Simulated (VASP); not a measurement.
# MgS (xso) (Fm-3m) in VASP: single point with PBEsol

Aim: the single point of MgS (xso) with PBEsol.

All numbers are computed with VASP 6.6.1; they aren't measurements. Logs are shortened: lines on timing, memory, paths and dates and some standing lists are left out, and cuts for length are marked.

## 1. The cell of the first run

The structure is cubic, space group Fm-3m (No. 225). The conventional cell has a = 5.200 Å, b = 5.200 Å, c = 5.200 Å, α = 90.00°, β = 90.00°, γ = 90.00°. Mg (site symmetry m-3m) has 6 S at 2.60 Å within 3.4 Å. S (site symmetry m-3m) has 6 Mg at 2.60 Å within 3.4 Å.

## 2. Single point, PBEsol, non-collinear spin, zero start, spin-orbit coupling

Input file INCAR:

```
SYSTEM = MgS
PREC = Accurate
ENCUT = 600
EDIFF = 1E-6
ISMEAR = 0
SIGMA = 0.01
LREAL = .FALSE.
LASPH = .TRUE.
NELM = 200
ALGO = Normal
ISIF = 2
LWAVE = .FALSE.
LCHARG = .FALSE.
LNONCOLLINEAR = .TRUE.
MAGMOM = 0 0 0 0 0 0
LORBIT = 11
LSORBIT = .TRUE.
GGA_COMPAT = .FALSE.
LORBMOM = .TRUE.
GGA = PS
NBANDS = 20
```

Input file KPOINTS:

```
regular mesh
0
G
  6 6 6
  0 0 0
```

Input file POSCAR:

```
MgS
1.0
    0.0000000000      2.6000000000      2.6000000000
    2.6000000000      0.0000000000      2.6000000000
    2.6000000000      2.6000000000      0.0000000000
Mg S
1 1
Direct
    0.0000000000      0.0000000000      0.0000000000
    0.5000000000      0.5000000000      0.5000000000
```

Potentials or basis: VASP PAW PBE potentials, release 64 (Mg, S).

On the command line:

```sh
$ cat potpaw_PBE.64/Mg/POTCAR potpaw_PBE.64/S/POTCAR > POTCAR
$ mpirun -np 1 vasp_ncl > vasp.out
```

OUTCAR:

```text
SYSTEM = MgS
   PREC = Accurate
   ENCUT = 600
   EDIFF = 1E-6
   ISMEAR = 0
   LREAL = .FALSE.
   LASPH = .TRUE.
   NELM = 200
   ISIF = 2
   LNONCOLLINEAR = .TRUE.
   LORBIT = 11
   LSORBIT = .TRUE.
   GGA = PS

 ion  position               nearest neighbor table
   1  0.000  0.000  0.000-   2 2.60   2 2.60   2 2.60   2 2.60   2 2.60   2 2.60
   2  0.500  0.500  0.500-   1 2.60   1 2.60   1 2.60   1 2.60   1 2.60   1 2.60

  LATTYP: Found a face centered cubic cell.
 ALAT       =     5.2000000000

  Lattice vectors:

 A1 = (   0.0000000000,   2.6000000000,   2.6000000000)
 A2 = (   2.6000000000,   0.0000000000,   2.6000000000)
 A3 = (   2.6000000000,   2.6000000000,   0.0000000000)

Analysis of symmetry for initial positions (statically):
=====================================================================
 Subroutine PRICEL returns:
 Original cell was already a primitive cell.

 Routine SETGRP: Setting up the symmetry group for a
 face centered cubic supercell.

 Subroutine GETGRP returns: Found 48 space group operations
 (whereof 48 operations were pure point group operations)
 out of a pool of 48 trial point group operations.

The static configuration has the point symmetry O_h .

Analysis of symmetry for dynamics (positions and initial velocities):
=====================================================================
 Subroutine PRICEL returns:
 Original cell was already a primitive cell.

 Routine SETGRP: Setting up the symmetry group for a
 face centered cubic supercell.

 Subroutine GETGRP returns: Found 48 space group operations
 (whereof 48 operations were pure point group operations)
 out of a pool of 48 trial point group operations.

The dynamic configuration has the point symmetry O_h .

Analysis of structural, dynamic, and magnetic symmetry:
=====================================================================
 Subroutine PRICEL returns:
 Original cell was already a primitive cell.

 Routine SETGRP: Setting up the symmetry group for a
 face centered cubic supercell.

 Subroutine GETGRP returns: Found 48 space group operations
 (whereof 48 operations were pure point group operations)
 out of a pool of 48 trial point group operations.

The overall configuration has the point symmetry O_h .

 Subroutine INISYM returns: Found 48 space group operations
 (whereof 48 operations are pure point group operations),
 and found     1 'primitive' translations

----------------------------------------------------------------------------------------

                                     Primitive cell

  volume of cell :      35.1520

  direct lattice vectors                    reciprocal lattice vectors
     0.000000000  2.600000000  2.600000000    -0.192307692  0.192307692  0.192307692
     2.600000000  0.000000000  2.600000000     0.192307692 -0.192307692  0.192307692
     2.600000000  2.600000000  0.000000000     0.192307692  0.192307692 -0.192307692

  length of vectors
     3.676955262  3.676955262  3.676955262     0.333086694  0.333086694  0.333086694

  position of ions in fractional coordinates (direct lattice)
     0.000000000  0.000000000  0.000000000
     0.500000000  0.500000000  0.500000000

  ion indices of the primitive-cell ions
   primitive index   ion index
                 1           1
                 2           2

----------------------------------------------------------------------------------------

 KPOINTS: regular mesh

Automatic generation of k-mesh.
 Grid dimensions read from file:
 generate k-points for:    6    6    6

 Generating k-lattice:

  Cartesian coordinates                     Fractional coordinates (reciprocal lattice)
    -0.032051282  0.032051282  0.032051282     0.166666667  0.000000000  0.000000000
     0.032051282 -0.032051282  0.032051282     0.000000000  0.166666667  0.000000000
[... 90 lines left out ...]

 number of electron       7.9999999 magnetization       0.0000000      0.0000000     -0.0000000

 Free energy of the ion-electron system (eV)
  ---------------------------------------------------
  ext. energy  EPLUGINS =         0.00000000
  ---------------------------------------------------
  free energy    TOTEN  =        -9.07209764 eV

  energy without entropy =       -9.07209764  energy(sigma->0) =       -9.07209764

 E-fermi :   3.8348     XC(G=0):  -9.8439

 val. band max:        3.7256239240   @ k =   0.0000   0.0000   0.0000
 cond. band min:       6.4004906077   @ k =   0.5000   0.5000   0.0000
 fundamental gap:      2.6748666837
 Fermi energy:         3.8347625875

 k-point     1 :       0.0000    0.0000    0.0000
  band No.  band energies     occupation
      1      -8.9996      1.00000
      2      -8.9996      1.00000
      3       3.6320      1.00000
      4       3.6320      1.00000
      5       3.7256      1.00000
      6       3.7256      1.00000
[... 357 lines left out ...]
     19      18.6457      0.00000
     20      18.6457      0.00000

------------------------ aborting loop because EDIFF is reached ----------------------------------------

  FORCE on cell =-STRESS in cart. coord.  units (eV):
  Direction    XX          YY          ZZ          XY          YZ          ZX
  --------------------------------------------------------------------------------------
  -------------------------------------------------------------------------------------
  Total       -0.2046730     -0.2046730     -0.2046730      0.0000000      0.0000000      0.0000000
  in kB       -9.3287015     -9.3287015     -9.3287015      0.0000000      0.0000000      0.0000000
  external PRESSURE =      -9.3287015 kB  Pullay stress =       0.0000000 kB

 VOLUME and BASIS-vectors are now :
 -----------------------------------------------------------------------------
  energy-cutoff  :      600.00
  volume of cell :       35.15
      direct lattice vectors                 reciprocal lattice vectors
     0.000000000  2.600000000  2.600000000    -0.192307692  0.192307692  0.192307692
     2.600000000  0.000000000  2.600000000     0.192307692 -0.192307692  0.192307692
     2.600000000  2.600000000  0.000000000     0.192307692  0.192307692 -0.192307692

 POSITION                                       TOTAL-FORCE (eV/Angst)
 -----------------------------------------------------------------------------------
      0.00000      0.00000      0.00000        -0.000000     -0.000000     -0.000000
      2.60000      2.60000      2.60000         0.000000      0.000000      0.000000
 -----------------------------------------------------------------------------------
    total drift:                                0.000000      0.000000      0.000000

  FREE ENERGIE OF THE ION-ELECTRON SYSTEM (eV)
  ---------------------------------------------------
  free  energy   TOTEN  =        -9.0720976438 eV

  energy  without entropy=       -9.0720976438  energy(sigma->0) =       -9.07209764

 orbital moment (x)

 # of ion     p       d       tot
 ----------------------------------------
  1         0.000   0.000   0.000
  2         0.000   0.000   0.000
 ----------------------------------------
            0.000   0.000   0.000

 orbital moment (y)

 # of ion     p       d       tot
 ----------------------------------------
  1        -0.000  -0.000  -0.000
  2         0.000   0.000   0.000
 ----------------------------------------
           -0.000  -0.000  -0.000

 orbital moment (z)

 # of ion     p       d       tot
 ----------------------------------------
  1         0.000  -0.000  -0.000
  2         0.000   0.000   0.000
 ----------------------------------------
            0.000  -0.000  -0.000

 Spin-Orbit-Coupling matrix elements

 Ion:    1  E_soc:     -0.0000350
 l=   1
     0.0000000    -0.0000058    -0.0000058
    -0.0000058     0.0000000    -0.0000058
    -0.0000058    -0.0000058     0.0000000
 l=   2
     0.0000000     0.0000000     0.0000000     0.0000000    -0.0000000
     0.0000000     0.0000000    -0.0000000     0.0000000    -0.0000000
     0.0000000    -0.0000000     0.0000000    -0.0000000     0.0000000
     0.0000000     0.0000000    -0.0000000     0.0000000    -0.0000000
    -0.0000000    -0.0000000     0.0000000    -0.0000000     0.0000000
 l=   3
     0.0000000     0.0000000     0.0000000     0.0000000     0.0000000     0.0000000     0.0000000
     0.0000000     0.0000000     0.0000000     0.0000000     0.0000000     0.0000000     0.0000000
     0.0000000     0.0000000     0.0000000     0.0000000     0.0000000     0.0000000     0.0000000
     0.0000000     0.0000000     0.0000000     0.0000000     0.0000000     0.0000000     0.0000000
     0.0000000     0.0000000     0.0000000     0.0000000     0.0000000     0.0000000     0.0000000
     0.0000000     0.0000000     0.0000000     0.0000000     0.0000000     0.0000000     0.0000000
     0.0000000     0.0000000     0.0000000     0.0000000     0.0000000     0.0000000     0.0000000

 Ion:    2  E_soc:     -0.0016278
 l=   1
     0.0000000    -0.0002713    -0.0002713
    -0.0002713     0.0000000    -0.0002713
    -0.0002713    -0.0002713     0.0000000
 l=   2
     0.0000000     0.0000000     0.0000000     0.0000000     0.0000000
     0.0000000     0.0000000     0.0000000     0.0000000     0.0000000
     0.0000000     0.0000000     0.0000000     0.0000000     0.0000000
     0.0000000     0.0000000     0.0000000     0.0000000     0.0000000
     0.0000000     0.0000000     0.0000000     0.0000000     0.0000000
 l=   3
     0.0000000     0.0000000     0.0000000     0.0000000     0.0000000     0.0000000     0.0000000
     0.0000000     0.0000000     0.0000000     0.0000000     0.0000000     0.0000000     0.0000000
     0.0000000     0.0000000     0.0000000     0.0000000     0.0000000     0.0000000     0.0000000
     0.0000000     0.0000000     0.0000000     0.0000000     0.0000000     0.0000000     0.0000000
     0.0000000     0.0000000     0.0000000     0.0000000     0.0000000     0.0000000     0.0000000
     0.0000000     0.0000000     0.0000000     0.0000000     0.0000000     0.0000000     0.0000000
     0.0000000     0.0000000     0.0000000     0.0000000     0.0000000     0.0000000     0.0000000

 total charge

# of ion       s       p       d       tot
------------------------------------------
    1        0.137   0.129   0.040   0.306
    2        1.308   2.480   0.000   3.788
--------------------------------------------------
tot          1.445   2.609   0.040   4.094

 magnetization (x)

# of ion       s       p       d       tot
------------------------------------------
    1       -0.000  -0.000  -0.000  -0.000
    2       -0.000   0.000   0.000  -0.000
--------------------------------------------------
tot         -0.000  -0.000  -0.000  -0.000

 magnetization (y)

# of ion       s       p       d       tot
------------------------------------------
    1        0.000  -0.000   0.000  -0.000
    2        0.000  -0.000   0.000  -0.000
--------------------------------------------------
tot          0.000  -0.000   0.000  -0.000

 magnetization (z)

# of ion       s       p       d       tot
------------------------------------------
    1       -0.000   0.000   0.000  -0.000
    2        0.000  -0.000   0.000   0.000
--------------------------------------------------
tot          0.000  -0.000   0.000  -0.000
```

Wall time 77 s (1 thread of Intel Xeon 8259CL, shared host); peak memory 0.28 GiB.

Results:

| Quantity | Value |
| --- | --- |
| Free energy | -9.0721 eV |
| Pressure | -0.9 GPa |
| Net moment | 0.00 μB per cell |
| Valence electrons inside the program's atomic spheres | Mg 0.31; S 3.79 |

Moments on the atoms (μB; x, y, z):
```
Mg  0.00 0.00 0.00
S   0.00 0.00 0.00
```

Caveat: the PAW data sets were made with another functional, which shifts forces and pressure a little.
